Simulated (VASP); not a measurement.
Wanted: the native input for a VASP 6.6.1 run.

```
Task                   : single point
Functional             : PBE
Potentials or basis    : VASP PAW PBE potentials, release 64 (Li_sv, F)
Cutoff                 : 750 eV
k mesh                 : 10 × 10 × 10
Occupations            : gaussian, width 0.02 eV
Spin                   : no spin polarisation
Dipole correction      : no
Further INCAR settings : ALGO = Normal; EDIFF = 1e-06; NBANDS = 12
```

The structure of LiF lies in POSCAR:

```
LiF
1.0
    0.0000000000      1.9922752211      1.9922752211
    1.9922752211      0.0000000000      1.9922752211
    1.9922752211      1.9922752211      0.0000000000
Li F
1 1
Direct
    0.0000000000      0.0000000000      0.0000000000
    0.5000000000      0.5000000000      0.5000000000
```

This cell differs from its parent crystal: volume scaled by 0.94.

The input as run:

INCAR

```
PREC     = Accurate       # precision mode
ENCUT    = 750            # plane-wave cutoff, eV
EDIFF    = 1E-6           # SCF threshold, eV
ISMEAR   = 0              # smearing method
SIGMA    = 0.02           # smearing width, eV
LREAL    = F              # projectors in reciprocal space
LASPH    = T              # aspherical terms in the spheres
NELM     = 120            # most SCF steps
ALGO     = Normal         # electronic algorithm
ISIF     = 2              # what is computed and relaxed
LWAVE    = F              # write WAVECAR
LCHARG   = F              # write CHGCAR
GGA      = PE             # functional
NBANDS   = 12             # bands
GGA_COMPAT= F
```

KPOINTS

```
Automatic mesh
0
Gamma
  10 10 10
```

Potentials or basis: VASP PAW PBE potentials, release 64 (Li_sv, F).

The run is started by

```sh
$ cat potpaw_PBE.64/Li_sv/POTCAR potpaw_PBE.64/F/POTCAR > POTCAR
$ mpirun -np 1 vasp_std > vasp.out
```

It gave:

```json
{"Pressure": "4.0 GPa", "Band gap on the k mesh": "9.37 eV, direct"}
```

It took 27 s on 1 thread of Intel Xeon 8259CL (shared host), peak memory 0.15 GiB.
